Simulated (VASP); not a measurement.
# PtSe2 (P-3m1) in VASP: vibrations by perturbation theory with PBE

Aim: the vibrations by perturbation theory of PtSe2 with PBE.

Everything below comes from runs of VASP 6.6.1. Logs are shortened: lines on timing, memory, paths and dates and some standing lists are left out, and cuts for length are marked.

## 1. The cell of the first run

It takes space group P-3m1 (No. 164, trigonal). Conventional cell: a = 3.724 Å, b = 3.724 Å, c = 5.062 Å, α = 90.00°, β = 90.00°, γ = 120.00°. Within 3.3 Å of Pt (site symmetry -3m) lie 6 Se at 2.49 Å. Within 3.4 Å of Se (site symmetry 3m) lie 3 Pt at 2.49 Å and 6 Se at 3.32 Å.

## 2. Vibrations by perturbation theory, PBE

Input file INCAR:

```
ALGO = Normal
EDIFF = 1E-8
ENCUT = 520
GGA = PE
IBRION = 8
ISIF = 2
ISMEAR = -1
LASPH = T
LCHARG = F
LREAL = F
LWAVE = F
NELM = 100
NSW = 1
PREC = Accurate
SIGMA = 0.05
```

Input file KPOINTS:

```
k-points
0
Gamma
  6 6 4
```

Input file POSCAR:

```
PtSe2
1.0
    3.7240000000      0.0000000000      0.0000000000
   -1.8620000000      3.2250786037      0.0000000000
    0.0000000000      0.0000000000      5.0620000000
Pt Se
1 2
Direct
    0.0000000000      0.0000000000      0.0000000000
    0.6666666667      0.3333333333      0.7500000000
    0.3333333333      0.6666666667      0.2500000000
```

Potentials or basis: VASP PAW PBE potentials, release 64 (Pt, Se).

Launch:

```bash
$ cat potpaw_PBE.64/Pt/POTCAR potpaw_PBE.64/Se/POTCAR > POTCAR
$ mpirun -np 1 vasp_std > vasp.out
```

OUTCAR:

```text
EDIFF = 1E-8
   ENCUT = 520
   GGA = PE
   IBRION = 8
   ISIF = 2
   ISMEAR = -1
   LASPH = T
   LREAL = F
   NELM = 100
   NSW = 1
   PREC = Accurate

 ion  position               nearest neighbor table
   1  0.000  0.000  0.000-   2 2.49   3 2.49   2 2.49   3 2.49   2 2.49   3 2.49
   2  0.667  0.333  0.750-   1 2.49   1 2.49   1 2.49
   3  0.333  0.667  0.250-   1 2.49   1 2.49   1 2.49

  LATTYP: Found a hexagonal cell.
 ALAT       =     3.7240000000
 C/A-ratio  =     1.3592910849

  Lattice vectors:

 A1 = (   3.7240000000,   0.0000000000,   0.0000000000)
 A2 = (  -1.8620000000,   3.2250786037,   0.0000000000)
 A3 = (   0.0000000000,   0.0000000000,   5.0620000000)

Analysis of symmetry for initial positions (statically):
=====================================================================
 Subroutine PRICEL returns:
 Original cell was already a primitive cell.

 Routine SETGRP: Setting up the symmetry group for a
 hexagonal supercell.

 Subroutine GETGRP returns: Found 12 space group operations
 (whereof 12 operations were pure point group operations)
 out of a pool of 24 trial point group operations.

The static configuration has the point symmetry D_3d.

Analysis of symmetry for dynamics (positions and initial velocities):
=====================================================================
 Subroutine PRICEL returns:
 Original cell was already a primitive cell.

 Routine SETGRP: Setting up the symmetry group for a
 hexagonal supercell.

 Subroutine GETGRP returns: Found 12 space group operations
 (whereof 12 operations were pure point group operations)
 out of a pool of 24 trial point group operations.

The dynamic configuration has the point symmetry D_3d.

 Subroutine INISYM returns: Found 12 space group operations
 (whereof 12 operations are pure point group operations),
 and found     1 'primitive' translations

----------------------------------------------------------------------------------------

                                     Primitive cell

  volume of cell :      60.7956

  direct lattice vectors                    reciprocal lattice vectors
     3.724000000  0.000000000  0.000000000     0.268528464  0.155034981  0.000000000
    -1.862000000  3.225078604  0.000000000     0.000000000  0.310069962  0.000000000
     0.000000000  0.000000000  5.062000000     0.000000000  0.000000000  0.197550375

  length of vectors
     3.724000000  3.724000000  5.062000000     0.310069962  0.310069962  0.197550375

  position of ions in fractional coordinates (direct lattice)
     0.000000000  0.000000000  0.000000000
     0.666666667  0.333333333  0.750000000
     0.333333333  0.666666667  0.250000000

  ion indices of the primitive-cell ions
   primitive index   ion index
                 1           1
                 2           2
                 3           3

----------------------------------------------------------------------------------------

 KPOINTS: k-points

Automatic generation of k-mesh.
 Grid dimensions read from file:
 generate k-points for:    6    6    4

 Generating k-lattice:

  Cartesian coordinates                     Fractional coordinates (reciprocal lattice)
     0.044754744  0.025839163  0.000000000     0.166666667  0.000000000  0.000000000
[... 101 lines left out ...]
  ext. energy  EPLUGINS =         0.00000000
  ---------------------------------------------------
  free energy    TOTEN  =       -14.18907583 eV

  energy without entropy =      -14.18176400  energy(sigma->0) =      -14.18541992

 E-fermi :   6.5386     XC(G=0): -10.6335

 val. band max:        6.5107659050   @ k =   0.0000   0.1667   0.2500
 cond. band min:       6.5603833081   @ k =   0.3333   0.3333   0.0000
 fundamental gap:      0.0496174031
 Fermi energy:         6.5386141135

 k-point     1 :       0.0000    0.0000    0.0000
  band No.  band energies     occupation
      1      -9.1818      2.00000
      2      -6.3586      2.00000
      3      -0.6648      2.00000
      4       0.0448      2.00000
      5       0.0448      2.00000
      6       2.5087      2.00000
      7       2.5087      2.00000
      8       3.9515      2.00000
      9       5.4628      2.00000
     10       5.4628      2.00000
     11       6.9373      0.00069
     12       8.0001      0.00000
     13       8.0001      0.00000
     14      10.1463      0.00000
[... 403 lines left out ...]
      4       0.0538      2.00000
      5       0.2083      2.00000
      6       2.0151      2.00000
      7       2.0151      2.00000
      8       2.3500      2.00000
      9       2.8540      2.00000
     10       4.0155      2.00000
     11       4.0155      2.00000
     12       8.5404      0.00000
     13       8.5404      0.00000
     14      13.0738      0.00000
     15      13.8150      0.00000

------------------------ aborting loop because EDIFF is reached ----------------------------------------

  FORCE on cell =-STRESS in cart. coord.  units (eV):
  Direction    XX          YY          ZZ          XY          YZ          ZX
  --------------------------------------------------------------------------------------
  -------------------------------------------------------------------------------------
  Total        3.0208918      3.0208918      2.2891382      0.0000000     -0.0000000      0.0000000
  in kB       79.6111021     79.6111021     60.3268250      0.0000000     -0.0000000      0.0000000
  external PRESSURE =      73.1830097 kB  Pullay stress =       0.0000000 kB

 VOLUME and BASIS-vectors are now :
 -----------------------------------------------------------------------------
  energy-cutoff  :      520.00
  volume of cell :       60.80
      direct lattice vectors                 reciprocal lattice vectors
     3.724000000  0.000000000  0.000000000     0.268528464  0.155034981  0.000000000
    -1.862000000  3.225078604  0.000000000     0.000000000  0.310069962  0.000000000
     0.000000000  0.000000000  5.062000000     0.000000000  0.000000000  0.197550375

 POSITION                                       TOTAL-FORCE (eV/Angst)
 -----------------------------------------------------------------------------------
      0.00000      0.00000      0.00000         0.000000      0.000000      0.000000
      1.86200      1.07503      3.79650         0.000000     -0.000000     -0.584772
     -0.00000      2.15005      1.26550        -0.000000      0.000000      0.584772
 -----------------------------------------------------------------------------------
    total drift:                               -0.000000     -0.000000     -0.000000

  FREE ENERGIE OF THE ION-ELECTRON SYSTEM (eV)
  ---------------------------------------------------
  free  energy   TOTEN  =       -14.1890758315 eV

  energy  without entropy=      -14.1817640026  energy(sigma->0) =      -14.18541992

[... ionic steps 2 to 3 ...]

--------------------------------------- Ionic step        4  -------------------------------------------

------------------------ aborting loop because EDIFF is reached ----------------------------------------
[... 11 lines left out ...]
[... ionic steps 8 to 8 ...]

--------------------------------------- Ionic step        9  -------------------------------------------

 Free energy of the ion-electron system (eV)
  ---------------------------------------------------
  ---------------------------------------------------
  free energy    TOTEN  =        -0.09135804 eV

  energy without entropy =       -0.09136750

------------------------ aborting loop because EDIFF is reached ----------------------------------------

 INTERNAL STRAIN TENSOR  FOR ION    2  DIRECTION 3   (eV/Angst):
 -----------------------------------------------------------------------------
    12.06098  0.00000  0.00000
     0.00000 12.06098  0.00000
     0.00000  0.00000 14.11671

 INTERNAL STRAIN TENSOR FOR ION    3 for displacements in x,y,z  (eV/Angst):
          X           Y           Z          XY          YZ          ZX
  --------------------------------------------------------------------------------
  x     0.00000     0.00000     0.00000     5.55521     0.00000    -9.95690
  y     5.55521    -5.55521     0.00000     0.00000   -10.69575     0.00000
  z   -12.06098   -12.06098   -14.11671     0.00000    -0.00000    -0.00000

 SECOND DERIVATIVES (NOT SYMMETRIZED)
 ------------------------------------
               1X          1Y          1Z          2X          2Y          2Z          3X          3Y          3Z
  1X   -16.348991    0.000000    0.000000    8.174495    0.000000    0.000000    8.174495    0.000000    0.000000
  1Y     0.000000  -16.348991    0.000000    0.000000    8.174495    0.000000    0.000000    8.174495    0.000000
  1Z     0.000000   -0.000000  -16.283210    0.000000   -0.000000    8.141605    0.000000   -0.000000    8.141605
  2X     8.172467    0.000000    0.000000   -8.581955    0.000000    0.000000    0.409488    0.000000    0.000000
  2Y     0.000000    8.172467    0.000000    0.000000   -8.581955    0.000000    0.000000    0.409488   -0.000000
  2Z    -0.000000    0.000000    8.138164    0.000000    0.000000  -10.101603    0.000000    0.000000    1.963439
  3X     8.172467    0.000000    0.000000    0.409488    0.000000    0.000000   -8.581955    0.000000    0.000000
  3Y     0.000000    8.172467    0.000000    0.000000    0.409488   -0.000000    0.000000   -8.581955    0.000000
  3Z    -0.000000    0.000000    8.138164    0.000000    0.000000    1.963439    0.000000    0.000000  -10.101603

 Eigenvectors and eigenvalues of the dynamical matrix
 ----------------------------------------------------

   1 f  =    6.765951 THz    42.511722 2PiTHz  225.687822 cm-1    27.981711 meV
             X         Y         Z           dx          dy          dz
      0.000000  0.000000  0.000000     0.000011    0.668900    0.000000
      1.862000  1.075026  3.796500    -0.000009   -0.525630   -0.000000
     -0.000000  2.150052  1.265500    -0.000009   -0.525630   -0.000000
[... 43 lines left out ...]
   9 f/i=    0.000710 THz     0.004459 2PiTHz    0.023671 cm-1     0.002935 meV
             X         Y         Z           dx          dy          dz
      0.000000  0.000000  0.000000     0.000000    0.000000    0.743324
      1.862000  1.075026  3.796500     0.000000    0.000000    0.473006
     -0.000000  2.150052  1.265500     0.000000    0.000000    0.473006

--------------------------------------------------------------------------------------------------------

 ELASTIC MODULI CONTR FROM IONIC RELAXATION (kBar)
 Direction    XX          YY          ZZ          XY          YZ          ZX
 --------------------------------------------------------------------------------
 XX        -816.3847   -454.5829   -743.7990      0.0000    348.2980     -0.0000
 YY        -454.5829   -816.3847   -743.7990     -0.0000   -348.2980      0.0000
 ZZ        -743.7990   -743.7990   -870.5759     -0.0000     -0.0000      0.0000
 XY           0.0000     -0.0000     -0.0000   -180.9009     -0.0000    324.2381
 YZ         348.2980   -348.2980     -0.0000     -0.0000   -670.5963      0.0000
 ZX          -0.0000      0.0000      0.0000    324.2381      0.0000   -581.1487
 --------------------------------------------------------------------------------
```

Run time: 8.2 min. Hardware: 1 thread of Intel Xeon 8259CL, shared host; peak memory 0.35 GiB.

Results:

* Highest phonon frequency at Γ, LO-TO splitting left out: 226 cm⁻¹

Phonon frequencies in cm⁻¹ (negative: imaginary):
```
              q point                    frequencies
(0.000, 0.000, 0.000)  0 0 0 176 176 204 225 226 226
```

Caveat: the cell stands under pressure or tension, which shifts response properties; spin-orbit coupling is left out, which moves the levels of the heavy elements.
